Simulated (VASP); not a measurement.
# LiNO3 (R-3c) in VASP: further runs

Runs on LiNO3. Level: LDA. Tasks: single point, relaxation of cell and atoms.

Everything below comes from runs of VASP 6.6.1. Logs are shortened: lines on timing, memory, paths and dates and some standing lists are left out, and cuts for length are marked.

### 1 The cell of the first run

It takes space group R-3c (No. 167, trigonal). Conventional cell: a = 4.591 Å, b = 4.591 Å, c = 14.322 Å, α = 90.00°, β = 90.00°, γ = 120.00°. Within 2.7 Å of Li (site symmetry -3) lie 6 O at 2.07 Å. Within 1.7 Å of N (site symmetry 32) lie 3 O at 1.24 Å. Within 1.7 Å of O (site symmetry 2) lie 1 N at 1.24 Å.

### 2 Single point, LDA

Input file INCAR:

```
PREC = Accurate
ENCUT = 520
EDIFF = 1E-6
ISMEAR = 0
SIGMA = 0.1
LREAL = False
LASPH = True
NELM = 80
ALGO = Normal
ISIF = 2
LWAVE = False
LCHARG = False
GGA = CA
NBANDS = 37
```

Input file KPOINTS:

```
regular mesh
0
Gamma
  6 6 6
```

Input file POSCAR:

```
LiNO3
1.0
    2.2955599163      1.3253421356      4.7738397685
   -2.2955599163      1.3253421356      4.7738397685
    0.0000000000     -2.6506842712      4.7738397685
Li N O
2 2 6
Direct
    0.0000000000      0.0000000000      0.0000000000
    0.5000000000      0.5000000000      0.5000000000
    0.2500000000      0.2500000000      0.2500000000
    0.7500000000      0.7500000000      0.7500000000
    0.5208839801      0.9791160199      0.2500000000
    0.2500000000      0.5208839801      0.9791160199
    0.9791160199      0.2500000000      0.5208839801
    0.4791160199      0.0208839801      0.7500000000
    0.7500000000      0.4791160199      0.0208839801
    0.0208839801      0.7500000000      0.4791160199
```

Potentials or basis: VASP PAW LDA potentials, release 64 (Li_sv, N, O).

On the command line:

```sh
$ cat potpaw_LDA.64/Li_sv/POTCAR potpaw_LDA.64/N/POTCAR potpaw_LDA.64/O/POTCAR > POTCAR
$ mpirun -np 1 vasp_std > vasp.out
```

OUTCAR:

```text
PREC = Accurate
   ENCUT = 520
   EDIFF = 1E-6
   ISMEAR = 0
   LREAL = False
   LASPH = True
   NELM = 80
   ISIF = 2
   GGA = CA

 ion  position               nearest neighbor table
   1  0.000  0.000  0.000-   7 2.07  10 2.07   8 2.07   5 2.07   9 2.07   6 2.07
   2  0.500  0.500  0.500-   6 2.07   9 2.07   8 2.07   5 2.07   7 2.07  10 2.07
   3  0.250  0.250  0.250-   6 1.24   7 1.24   5 1.24
   4  0.750  0.750  0.750-   9 1.24  10 1.24   8 1.24
   5  0.521  0.979  0.250-   3 1.24   2 2.07   1 2.07
   6  0.250  0.521  0.979-   3 1.24   2 2.07   1 2.07
   7  0.979  0.250  0.521-   3 1.24   1 2.07   2 2.07
   8  0.479  0.021  0.750-   4 1.24   2 2.07   1 2.07
   9  0.750  0.479  0.021-   4 1.24   2 2.07   1 2.07
  10  0.021  0.750  0.479-   4 1.24   1 2.07   2 2.07

  LATTYP: Found a trigonal (rhomboedric) cell.
 ALAT       =     5.4603729947
 COS(alpha) =     0.6465217950

  Lattice vectors:

 A1 = (   2.2955599163,   1.3253421356,   4.7738397685)
 A2 = (  -2.2955599163,   1.3253421356,   4.7738397685)
 A3 = (   0.0000000000,  -2.6506842712,   4.7738397685)

Analysis of symmetry for initial positions (statically):
=====================================================================
 Subroutine PRICEL returns:
 Original cell was already a primitive cell.

 Routine SETGRP: Setting up the symmetry group for a
 trigonal (rhombohedral) supercell.

 Subroutine GETGRP returns: Found 12 space group operations
 (whereof  6 operations were pure point group operations)
 out of a pool of 12 trial point group operations.

The static configuration has the point symmetry S_6 .
 The point group associated with its full space group is D_3d.

Analysis of symmetry for dynamics (positions and initial velocities):
=====================================================================
 Subroutine PRICEL returns:
 Original cell was already a primitive cell.

 Routine SETGRP: Setting up the symmetry group for a
 trigonal (rhombohedral) supercell.

 Subroutine GETGRP returns: Found 12 space group operations
 (whereof  6 operations were pure point group operations)
 out of a pool of 12 trial point group operations.

The dynamic configuration has the point symmetry S_6 .
 The point group associated with its full space group is D_3d.

 Subroutine INISYM returns: Found 12 space group operations
[... 119 lines left out ...]
   ISIF   =      2    stress and relaxation
   ISYM   =      2    0-nonsym 1-usesym 2-fastsym
   POTIM  = 0.5000    time-step for ionic-motion
   TEBEG  =    0.0;   TEEND  =   0.0 temperature during run
   PSTRESS=    0.0 pullay stress
   NELECT =      52.0000    total number of electrons
   NUPDOWN=      -1.0000    fix difference up-down
   EMIN   =  10.00;   EMAX   =-10.00  energy-range for DOS
   EFERMI =   0.00;   METHOD = LEGACY
   ISMEAR =     0;   SIGMA  =   0.10  broadening in eV -4-tet -1-fermi 0-gaus
   EFERMI_NEDOS =   21; number of points for ismear=-14 and -15
   IALGO  =     38    algorithm
   IMIX   =      4    mixing-type and parameters
     AMIX     =   0.40;   BMIX     =  1.00
     AMIX_MAG =   1.60;   BMIX_MAG =  1.00
  volume/ion in A,a.u.               =       8.71        58.81
  Fermi-wavevector in a.u.,A,eV,Ry     =   1.378259  2.604531 25.845582  1.899597
  Thomas-Fermi vector in A             =   2.503337
   LORBIT       =      0    0 simple, 1 ext, 2 COOP (PROOUT), +10 PAW based schemes
   GGA     = CA    functional components
   LHFCALC =     F    Hartree Fock is set to
   AEXX    =    0.0000 exact exchange contribution
   IVDW    =     0    specifies the selected vdW correction
   LEPSILON=     F    determine dielectric tensor
   LRPA    =     F    only Hartree local field effects (RPA)
 non-spin polarized calculation
 Gauss-broadening in eV      SIGMA  =   0.10
  energy-cutoff  :      520.00
  volume of cell :       87.14
 maximum number of plane-waves:      2382
 NGX is ok and might be reduce to    42
   NGX = 21   NGY = 21   NGZ = 21

 number of electron      51.9999992 magnetization

 Free energy of the ion-electron system (eV)
  ---------------------------------------------------
  ext. energy  EPLUGINS =         0.00000000
  ---------------------------------------------------
  free energy    TOTEN  =       -66.76709949 eV

  energy without entropy =      -66.76709949  energy(sigma->0) =      -66.76709949

 E-fermi :   1.7849     XC(G=0): -10.8917

 val. band max:        1.2326000492   @ k =   0.5000   0.5000   0.0000
 cond. band min:       4.3315113098   @ k =   0.3333   0.3333   0.3333
 fundamental gap:      3.0989112606
 Fermi energy:         1.7849487513

 k-point     1 :       0.0000    0.0000    0.0000
  band No.  band energies     occupation
      1     -40.3610      2.00000
      2     -40.3542      2.00000
      3     -24.8529      2.00000
      4     -24.5233      2.00000
      5     -19.0527      2.00000
      6     -19.0527      2.00000
[... 949 lines left out ...]
     36      14.3599      0.00000
     37      15.1517      0.00000

 [... further k-points ...]

------------------------ aborting loop because EDIFF is reached ----------------------------------------

  FORCE on cell =-STRESS in cart. coord.  units (eV):
  Direction    XX          YY          ZZ          XY          YZ          ZX
  --------------------------------------------------------------------------------------
  -------------------------------------------------------------------------------------
  Total        2.3174148      2.3174148     -0.2583464      0.0000000      0.0000000      0.0000000
  in kB       42.6067719     42.6067719     -4.7498210      0.0000000      0.0000000      0.0000000
  external PRESSURE =      26.8212409 kB  Pullay stress =       0.0000000 kB

 VOLUME and BASIS-vectors are now :
 -----------------------------------------------------------------------------
  energy-cutoff  :      520.00
  volume of cell :       87.14
      direct lattice vectors                 reciprocal lattice vectors
     2.295559916  1.325342136  4.773839769     0.217811784  0.125753692  0.069824994
    -2.295559916  1.325342136  4.773839769    -0.217811784  0.125753692  0.069824994
     0.000000000 -2.650684271  4.773839769     0.000000000 -0.251507384  0.069824994

 POSITION                                       TOTAL-FORCE (eV/Angst)
 -----------------------------------------------------------------------------------
      0.00000      0.00000      0.00000         0.000000      0.000000     -0.000000
      0.00000      0.00000      7.16076         0.000000      0.000000     -0.000000
      0.00000      0.00000      3.58038         0.000000      0.000000     -0.000000
      0.00000      0.00000     10.74114        -0.000000      0.000000     -0.000000
     -1.05190      1.32534      8.35422         0.675858      0.000000      0.000000
     -0.62183     -1.57364      8.35422        -0.337929      0.585310     -0.000000
      1.67373      0.24830      8.35422        -0.337929     -0.585310     -0.000000
      1.05190     -1.32534      5.96730        -0.675858      0.000000     -0.000000
      0.62183      1.57364      5.96730         0.337929     -0.585310     -0.000000
     -1.67373     -0.24830      5.96730         0.337929      0.585310     -0.000000
 -----------------------------------------------------------------------------------
    total drift:                               -0.000000      0.000000     -0.000000

  FREE ENERGIE OF THE ION-ELECTRON SYSTEM (eV)
  ---------------------------------------------------
  free  energy   TOTEN  =       -66.7670994926 eV

  energy  without entropy=      -66.7670994926  energy(sigma->0) =      -66.76709949
```

stdout:

```text
POSCAR found type information on POSCAR LiN O
 POSCAR found :  3 types and      10 ions
 scaLAPACK will be used
 LDA part: xc-table for (Slater(with rela. corr.)+CA(PZ))
 , standard interpolation
 POSCAR, INCAR and KPOINTS ok, starting setup
 FFT: planning ... GRIDC
 FFT: planning ... GRID_SOFT
 FFT: planning ... GRID
 WAVECAR not read
 entering main loop
```

Wall time 4.5 min (1 thread of AMD EPYC 7R13, shared host); peak memory 0.21 GiB.

What came out:

| Property | Result |
| --- | --- |
| Free energy | -66.7671 eV |
| Largest force | 0.676 eV/Å |
| Band gap on the k mesh | 3.10 eV, indirect (least direct gap 3.45 eV) |

Forces on the atoms (eV/Å):
```
Li   0.000  0.000  0.000
Li   0.000  0.000  0.000
N    0.000  0.000  0.000
N    0.000  0.000  0.000
O    0.676  0.000  0.000
O   -0.338  0.585  0.000
O   -0.338 -0.585  0.000
O   -0.676  0.000  0.000
O    0.338 -0.585  0.000
O    0.338  0.585  0.000
```

Levels at points of the mesh, in eV from the valence-band top:
| k point | band 24 | band 25 | band 26 | band 27 | band 28 | band 29 |
| --- | --- | --- | --- | --- | --- | --- |
| (0.00, 0.00, 0.00) | -0.89 | -0.82 | -0.82 | 3.13 | 3.85 | 7.20 |
| (0.50, 0.00, 0.00) | -1.38 | -0.11 | -0.11 | 3.59 | 3.59 | 9.13 |
| (0.50, 0.50, 0.00) | -1.03 | -0.26 | 0.00 | 3.45 | 3.86 | 8.33 |
| (0.50, 0.50, 0.50) | -1.45 | -1.04 | -1.04 | 3.18 | 3.18 | 8.67 |

Caveat: the cutoff is under 1.25 times the usual one of these potentials, so pressure, stress and relaxed cells hold a basis-set (Pulay) error; the standard files for N, O and F lose accuracy on very short bonds.

(Part 1 of 3 ends here.)
